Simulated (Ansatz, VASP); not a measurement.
Two plane-wave programs on GaN

The input INCAR:

```
SYSTEM = GaN
PREC = Accurate
ENCUT = 520
EDIFF = 1E-6
ISMEAR = 0
SIGMA = 0.1
LREAL = .FALSE.
LASPH = .TRUE.
NELM = 150
ALGO = Normal
ISIF = 2
LWAVE = .FALSE.
LCHARG = .FALSE.
ISPIN = 2
MAGMOM = 0 0 0 0 1 1 1 1
LORBIT = 11
GGA = PE
NBANDS = 50
```

KPOINTS

```
regular mesh
0
G
  6 6 2
  0 0 0
```

POSCAR

```
GaN
1.0
    3.2108682500      0.0000000000      0.0000000000
   -1.6054341200      2.7806934700      0.0000000000
    0.0000000000      0.0000000000     10.5803864400
Ga N
4 4
Direct
    0.3333333300      0.6666666700      0.8750000000
    0.6666666700      0.3333333300      0.1250000000
    0.6666666700      0.3333333300      0.3750000000
    0.3333333300      0.6666666700      0.6250000000
    0.6666666700      0.3333333300      0.7500000000
    0.0000000000      0.0000000000      0.0000000000
    0.3333333300      0.6666666700      0.2500000000
    0.0000000000      0.0000000000      0.5000000000
```

Input for Ansatz:

```yaml
crystal:
  lattice:
    - [3.21086825, 0.0, 0.0]
    - [-1.60543412, 2.78069347, 0.0]
    - [0.0, 0.0, 10.58038644]
  atoms:
    - { symbol: Ga, position: [0.33333333, 0.66666667, 0.875] }
    - { symbol: Ga, position: [0.66666667, 0.33333333, 0.125] }
    - { symbol: Ga, position: [0.66666667, 0.33333333, 0.375] }
    - { symbol: Ga, position: [0.33333333, 0.66666667, 0.625] }
    - { symbol: "N", position: [0.66666667, 0.33333333, 0.75], spin: 1.0 }
    - { symbol: "N", position: [0.0, 0.0, 0.0], spin: 1.0 }
    - { symbol: "N", position: [0.33333333, 0.66666667, 0.25], spin: 1.0 }
    - { symbol: "N", position: [0.0, 0.0, 0.5], spin: 1.0 }
basis:
  ecutwfc: 420
kpoints:
  mp_grid: { grid: [6, 6, 2] }
hamiltonian:
  xc: pbe
scf:
  occupations: { method: gaussian, width: 0.1 }
  lower_state_search: "off"
output:
  forces: true
  stress: true
  eigenvalues: true
  populations: true
magnetization:
  spin_polarized: true
```

Alike in both runs: task single point; functional PBE; k mesh 6 × 6 × 2; occupations gaussian, width 0.1 eV; collinear spin.

|  | VASP | Ansatz |
| --- | --- | --- |
| version | VASP 6.6.1 | Ansatz 0.2.0 |
| potentials or method | VASP PAW PBE potentials, release 64 (Ga_d, N), cutoff 520 eV | scalar-relativistic, plane waves, PAW |
| valence electrons in the cell | 72 | 72 |

Ansatz gave:

| Quantity | Value |
| --- | --- |
| gap on the k mesh at the Fermi level (eV) | none |
| pressure (GPa) | -23.5 |
| traceless stress, the component that is largest in VASP (GPa) | 0.96 |
| rms of the force components (eV/Å) | 0.208 |
| net moment per atom (μB) | 0.00 |

What did VASP give for the same quantities?

gap on the k mesh at the Fermi level (eV): none; pressure (GPa): -23.1; traceless stress, the component that is largest in VASP (GPa): 0.99; rms of the force components (eV/Å): 0.209; net moment per atom (μB): 0.00.

Atom by atom the forces differ by 0.001 eV/Å (rms over components). A gap of «none» marks a metal or a gap that the smearing closes. Ansatz's warnings: seeded moment not kept.

The k mesh is coarse, so the values compare programs but aren't converged.
